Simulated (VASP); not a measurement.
# B5W3 (Im-3m) in VASP: single point with PBE

Aim: the single point of B5W3 with PBE.

All numbers are computed with VASP 6.6.1; they aren't measurements. Logs are shortened: lines on timing, memory, paths and dates and some standing lists are left out, and cuts for length are marked.

## (1) The cell of the first run

The structure is cubic, space group Im-3m (No. 229). The conventional cell has a = 5.450 Å, b = 5.450 Å, c = 5.450 Å, α = 90.00°, β = 90.00°, γ = 90.00°. Within 3.1 Å of B (site symmetry m-3m) lie 8 B at 2.36 Å and 6 W at 2.72 Å. B (site symmetry -3m) has 8 B at 2.36 to 2.72 Å and 6 W at 2.36 Å within 3.1 Å. W (site symmetry 4/mmm) has 10 B at 2.36 to 2.72 Å and 4 W at 2.72 Å within 3.1 Å.

## (2) Single point, PBE

Contents of POSCAR:

```
B5W3
1.0
   -2.7247939461      2.7247939461      2.7247939461
    2.7247939461     -2.7247939461      2.7247939461
    2.7247939461      2.7247939461     -2.7247939461
B W
5 3
Direct
    0.0000000000      0.0000000000      0.0000000000
    0.0000000000      0.0000000000      0.5000000000
    0.0000000000      0.5000000000      0.0000000000
    0.5000000000      0.0000000000      0.0000000000
    0.5000000000      0.5000000000      0.5000000000
    0.0000000000      0.5000000000      0.5000000000
    0.5000000000      0.5000000000      0.0000000000
    0.5000000000      0.0000000000      0.5000000000
```

Contents of INCAR.step1:

```
SYSTEM = B5W3
PREC = Accurate
ENCUT = 520
EDIFF = 1E-6
ISMEAR = 0
SIGMA = 0.1
LREAL = .False.
LASPH = .True.
NELM = 60
ALGO = Normal
ISIF = 2
LWAVE = .False.
LCHARG = .True.
LMAXMIX = 4
GGA = PE
NBANDS = 38
```

Contents of KPOINTS.step1:

```
regular mesh
0
Gamma
  10 10 10
  0 0 0
```

Contents of INCAR.step2:

```
SYSTEM = B5W3
PREC = Accurate
ENCUT = 520
EDIFF = 1E-6
ISMEAR = -5
SIGMA = 0.1
LREAL = .False.
LASPH = .True.
NELM = 60
ALGO = Normal
ISIF = 2
LWAVE = .False.
LCHARG = .False.
LMAXMIX = 4
GGA = PE
LORBIT = 11
NBANDS = 38
NEDOS = 2001
ICHARG = 11
```

Contents of KPOINTS.step2:

```
regular mesh
0
Gamma
  15 15 15
  0 0 0
```

Potentials or basis: VASP PAW PBE potentials, release 64 (B, W_sv).

On the command line:

```bash
$ cat potpaw_PBE.64/B/POTCAR potpaw_PBE.64/W_sv/POTCAR > POTCAR
$ cp INCAR.step1 INCAR
$ cp KPOINTS.step1 KPOINTS
$ mpirun -np 1 vasp_std > vasp.out
$ cp INCAR.step2 INCAR
$ cp KPOINTS.step2 KPOINTS
$ mpirun -np 1 vasp_std > vasp.out
```

OUTCAR:

```text
SYSTEM = B5W3
   PREC = Accurate
   ENCUT = 520
   EDIFF = 1E-6
   ISMEAR = -5
   LREAL = .False.
   LASPH = .True.
   NELM = 60
   ISIF = 2
   GGA = PE
   LORBIT = 11
   ICHARG = 11

 ion  position               nearest neighbor table
   1  0.000  0.000  0.000-   6 2.72   7 2.72   8 2.72   6 2.72   8 2.72   7 2.72
   2  0.000  0.000  0.500-   6 2.36   7 2.36   8 2.36   6 2.36   8 2.36   7 2.36
   3  0.000  0.500  0.000-   6 2.36   7 2.36   8 2.36   6 2.36   7 2.36   8 2.36
   4  0.500  0.000  0.000-   6 2.36   7 2.36   8 2.36   8 2.36   7 2.36   6 2.36
   5  0.500  0.500  0.500-   6 2.36   7 2.36   8 2.36   7 2.36   8 2.36   6 2.36
   6  0.000  0.500  0.500-   2 2.36   3 2.36   4 2.36   5 2.36   3 2.36   2 2.36   5 2.36   4 2.36
                             7 2.72   1 2.72   8 2.72   7 2.72   8 2.72   1 2.72
   7  0.500  0.500  0.000-   2 2.36   3 2.36   4 2.36   5 2.36   5 2.36   4 2.36   3 2.36   2 2.36
                             6 2.72   8 2.72   8 2.72   6 2.72   1 2.72   1 2.72
   8  0.500  0.000  0.500-   2 2.36   3 2.36   4 2.36   5 2.36   4 2.36   5 2.36   2 2.36   3 2.36
                             6 2.72   7 2.72   7 2.72   1 2.72   6 2.72   1 2.72

  LATTYP: Found a body centered cubic cell.
 ALAT       =     5.4495878922

  Lattice vectors:

 A1 = (  -2.7247939461,   2.7247939461,   2.7247939461)
 A2 = (   2.7247939461,  -2.7247939461,   2.7247939461)
 A3 = (   2.7247939461,   2.7247939461,  -2.7247939461)

Analysis of symmetry for initial positions (statically):
=====================================================================
 Subroutine PRICEL returns:
 Original cell was already a primitive cell.

 Routine SETGRP: Setting up the symmetry group for a
 body centered cubic supercell.

 Subroutine GETGRP returns: Found 48 space group operations
 (whereof 48 operations were pure point group operations)
 out of a pool of 48 trial point group operations.

The static configuration has the point symmetry O_h .

Analysis of symmetry for dynamics (positions and initial velocities):
=====================================================================
 Subroutine PRICEL returns:
 Original cell was already a primitive cell.

 Routine SETGRP: Setting up the symmetry group for a
 body centered cubic supercell.

 Subroutine GETGRP returns: Found 48 space group operations
 (whereof 48 operations were pure point group operations)
 out of a pool of 48 trial point group operations.

The dynamic configuration has the point symmetry O_h .

 Subroutine INISYM returns: Found 48 space group operations
[... 124 lines left out ...]
   EMIN   =  10.00;   EMAX   =-10.00  energy-range for DOS
   EFERMI =   0.00;   METHOD = LEGACY
   ISMEAR =    -5;   SIGMA  =   0.10  broadening in eV -4-tet -1-fermi 0-gaus
   EFERMI_NEDOS =   21; number of points for ismear=-14 and -15
   IALGO  =     38    algorithm
   IMIX   =      4    mixing-type and parameters
     AMIX     =   0.40;   BMIX     =  1.00
     AMIX_MAG =   1.60;   BMIX_MAG =  1.00
  volume/ion in A,a.u.               =      10.12        68.26
  Fermi-wavevector in a.u.,A,eV,Ry     =   1.456620  2.752612 28.868030  2.121740
  Thomas-Fermi vector in A             =   2.573516
   LORBIT       =     11    0 simple, 1 ext, 2 COOP (PROOUT), +10 PAW based schemes
   GGA     = PE    functional components
   LHFCALC =     F    Hartree Fock is set to
   AEXX    =    0.0000 exact exchange contribution
   IVDW    =     0    specifies the selected vdW correction
   LEPSILON=     F    determine dielectric tensor
   LRPA    =     F    only Hartree local field effects (RPA)
 non-spin polarized calculation
 Fermi weights with tetrahedron method with Bloechl corrections
  energy-cutoff  :      520.00
  volume of cell :       80.92
 maximum number of plane-waves:      2214

 number of electron      57.0000009 magnetization

 Free energy of the ion-electron system (eV)
  ---------------------------------------------------
  ext. energy  EPLUGINS =         0.00000000
  ---------------------------------------------------
  free energy    TOTEN  =       -66.80646557 eV

  energy without entropy =      -66.80646557  energy(sigma->0) =      -66.80646557

 E-fermi :  10.1289     XC(G=0): -13.1337

 val. band max:       10.1829194163   @ k =  -0.1333   0.2000   0.0667
 cond. band min:       9.9526801315   @ k =   0.2667   0.2667   0.2000
 fundamental gap:     -0.2302392847
 Fermi energy:        10.1289480884

 k-point     1 :       0.0000    0.0000    0.0000
  band No.  band energies     occupation
      1     -63.9986      2.00000
      2     -63.8997      2.00000
      3     -63.8997      2.00000
      4     -28.7206      2.00000
      5     -28.7206      2.00000
      6     -28.7206      2.00000
[... 973 lines left out ...]
     37      13.8207      0.00000
     38      14.7286      0.00000

 [... further k-points ...]
[... 5 lines left out ...]
  --------------------------------------------------------------------------------------
  -------------------------------------------------------------------------------------
  Total        0.1962540      0.1962540      0.1962540      0.0000000     -0.0000000     -0.0000000
  in kB        3.8856900      3.8856900      3.8856900      0.0000000     -0.0000000     -0.0000000
  external PRESSURE =       3.8856900 kB  Pullay stress =       0.0000000 kB

 VOLUME and BASIS-vectors are now :
 -----------------------------------------------------------------------------
  energy-cutoff  :      520.00
  volume of cell :       80.92
      direct lattice vectors                 reciprocal lattice vectors
    -2.724793946  2.724793946  2.724793946     0.000000000  0.183500114  0.183500114
     2.724793946 -2.724793946  2.724793946     0.183500114  0.000000000  0.183500114
     2.724793946  2.724793946 -2.724793946     0.183500114  0.183500114  0.000000000

 POSITION                                       TOTAL-FORCE (eV/Angst)
 -----------------------------------------------------------------------------------
      0.00000      0.00000      0.00000        -0.000000     -0.000000     -0.000000
      1.36240      1.36240     -1.36240        -0.000000      0.000000     -0.000000
      1.36240     -1.36240      1.36240        -0.000000     -0.000000     -0.000000
     -1.36240      1.36240      1.36240        -0.000000      0.000000     -0.000000
      1.36240      1.36240      1.36240        -0.000000      0.000000     -0.000000
      2.72479      0.00000      0.00000         0.000000     -0.000000     -0.000000
      0.00000      0.00000      2.72479         0.000000     -0.000000      0.000000
      0.00000      2.72479      0.00000         0.000000      0.000000     -0.000000
 -----------------------------------------------------------------------------------
    total drift:                                0.000000      0.000000     -0.000000

  FREE ENERGIE OF THE ION-ELECTRON SYSTEM (eV)
  ---------------------------------------------------
  free  energy   TOTEN  =       -66.8064655699 eV

  energy  without entropy=      -66.8064655699  energy(sigma->0) =      -66.80646557

 total charge

# of ion       s       p       d       tot
------------------------------------------
    1        0.621   0.889   0.000   1.509
    2        0.706   1.057   0.000   1.762
    3        0.706   1.057   0.000   1.762
    4        0.706   1.057   0.000   1.762
    5        0.706   1.057   0.000   1.762
    6        2.360   6.338   3.538  12.236
    7        2.360   6.338   3.538  12.236
    8        2.360   6.338   3.538  12.236
--------------------------------------------------
tot         10.524  24.128  10.614  45.266
```

OUTCAR.step1:

```text
SYSTEM = B5W3
   PREC = Accurate
   ENCUT = 520
   EDIFF = 1E-6
   ISMEAR = 0
   LREAL = .False.
[... 1232 lines left out ...]
      2.72479      0.00000      0.00000        -0.000000      0.000000      0.000000
      0.00000      0.00000      2.72479        -0.000000      0.000000      0.000000
      0.00000      2.72479      0.00000         0.000000     -0.000000      0.000000
 -----------------------------------------------------------------------------------
    total drift:                                0.000000      0.000000     -0.000000

  FREE ENERGIE OF THE ION-ELECTRON SYSTEM (eV)
  ---------------------------------------------------
  free  energy   TOTEN  =       -66.8138671990 eV

  energy  without entropy=      -66.7940354601  energy(sigma->0) =      -66.80395133
```

It took 10 min on 1 thread of Intel Xeon 8259CL, shared host; peak memory 0.39 GiB.

What came out:

| Item | Value |
| --- | --- |
| Valence electrons inside the program's atomic spheres | B 1.51, 1.76 (each value once); W 12.24 |

Caveat: spin-orbit coupling is left out, which moves the levels of the heavy elements; an odd number of electrons without spin polarisation forces a metal; a magnetic or distorted state may lie lower.
